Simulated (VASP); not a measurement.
## TePb: single point with PBE

The system is TePb.

```xyz
4
Lattice="5.5358 0.0000 0.0000 -2.7679 4.7941 0.0000 0.0000 0.0000 6.6089" Properties=species:S:1:pos:R:3 pbc="T T T"
Pb    0.0000    3.1961   -0.3860
Pb    2.7679    1.5980    2.9185
Te    0.0000    3.1961    2.8709
Te    2.7679    1.5980    6.1753
```

| Property | Result |
| --- | --- |
| Program | VASP 6.6.1 |
| Task | single point |
| Functional | PBE |
| Potentials or basis | VASP PAW PBE potentials, release 64 (Pb_d, Te) |
| Cutoff | 520 eV |
| k mesh | 8 × 8 × 5 |
| Occupations | fermi-dirac, width 0.1 eV |
| Spin | no spin polarisation |
| Dipole correction | no |
| k mesh for the DOS | 12 × 12 × 8 |
| Occupations for the DOS | tetrahedron |
| Further INCAR settings | ALGO = Normal; EDIFF = 1e-06 |

```
Valence electrons inside the program's atomic spheres : Pb 11.86; Te 3.38
```

Levels at points of the mesh, in eV from the valence-band top:
```
           k point  band 16  band 17  band 18  band 19  band 20  band 21  band 22  band 23  band 24
(0.00, 0.00, 0.00)    -2.55    -2.55    -1.31    -1.29    -1.29     1.36     1.36     2.89     2.89
(0.50, 0.00, 0.00)    -3.13    -2.36    -1.86    -1.69    -0.38     2.32     3.41     3.42     4.08
(0.00, 0.00, 0.50)    -1.97    -1.97    -1.97    -1.11    -1.11     1.85     1.85     1.85     1.85
(0.50, 0.00, 0.50)    -2.50    -1.32    -1.32    -0.56    -0.56     1.30     1.30     2.70     2.70
```

It took 2.9 min on 1 thread of Intel(R) Xeon(R) 6975P-C (Granite Rapids), with other jobs on the host, peak memory 0.52 GiB.

Caveat: spin-orbit coupling is left out, which moves the levels of the heavy elements.
